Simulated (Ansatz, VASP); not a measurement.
Two plane-wave programs on PbS

The input POSCAR:

```
PbS
1.0
    0.0000000000      2.9650000000      2.9650000000
    2.9650000000      0.0000000000      2.9650000000
    2.9650000000      2.9650000000      0.0000000000
Pb S
1 1
Direct
    0.0000000000      0.0000000000      0.0000000000
    0.5105396290      0.5105396290      0.4894603710
```

File INCAR.step1:

```
ALGO = Normal ; EDIFF = 1E-4
ENCUT = 520 ; GGA = PE
ISMEAR = 0 ; LASPH = True
LCHARG = False ; LREAL = False
LWAVE = True ; NBANDS = 17
NELM = 80 ; PREC = Accurate
SIGMA = 0.05
```

INCAR.step2

```
ALGO = Normal ; EDIFF = 1E-7
ENCUT = 520 ; ISIF = 2
ISMEAR = 0 ; ISTART = 1
LASPH = True ; LCHARG = False
LMIXTAU = True ; LREAL = False
LWAVE = False ; METAGGA = R2SCAN
NBANDS = 17 ; NELM = 80
PREC = Accurate ; SIGMA = 0.05
```

KPOINTS

```
k-points
0
Gamma
  8 8 8
```

Input for Ansatz:

```yaml
crystal:
  lattice:
    - [0.0, 2.965, 2.965]
    - [2.965, 0.0, 2.965]
    - [2.965, 2.965, 0.0]
  atoms:
    - { symbol: Pb, position: [0.0, 0.0, 0.0] }
    - { symbol: S, position: [0.510539629, 0.510539629, 0.489460371] }
basis:
  ecutwfc: 500
kpoints:
  mp_grid: { grid: [8, 8, 8] }
hamiltonian:
  xc: r2scan
scf:
  occupations: { method: gaussian, width: 0.05 }
output:
  forces: true
  stress: true
  eigenvalues: true
```

Change from the starting cell: all S atoms moved +0.062 Å, as atom 2 along Cartesian [0 0 1].

Alike in both runs: task single point; functional r2SCAN; k mesh 8 × 8 × 8; occupations gaussian, width 0.05 eV; no spin polarisation.

|  | VASP | Ansatz |
| --- | --- | --- |
| version | VASP 6.6.1 | Ansatz 0.2.0 |
| potentials or method | VASP PAW PBE potentials, release 64 (Pb_d, S), cutoff 520 eV | scalar-relativistic, plane waves, PAW |
| valence electrons in the cell | 20 | 20 |

|  | VASP | Ansatz | Ansatz less VASP |
| --- | --- | --- | --- |
| gap on the k mesh at the Fermi level (eV) | 0.65 | 0.64 | -0.010 |
| least direct gap on the mesh (eV) | 0.65 | 0.64 | -0.010 |
| pressure (GPa) | 1.4 | 1.4 | +0.02 |
| traceless stress, the component that is largest in VASP (GPa) | 0.10 | 0.10 | -0.001 |
| rms of the force components (eV/Å) | 0.017 | 0.015 | -0.0018 |

VASP's potentials were made for PBE, not for r2SCAN. Atom by atom the forces differ by 0.002 eV/Å (rms over components). The functional is the same, so the differences come from potentials, cutoffs and numerics.

Spin-orbit coupling is off throughout.
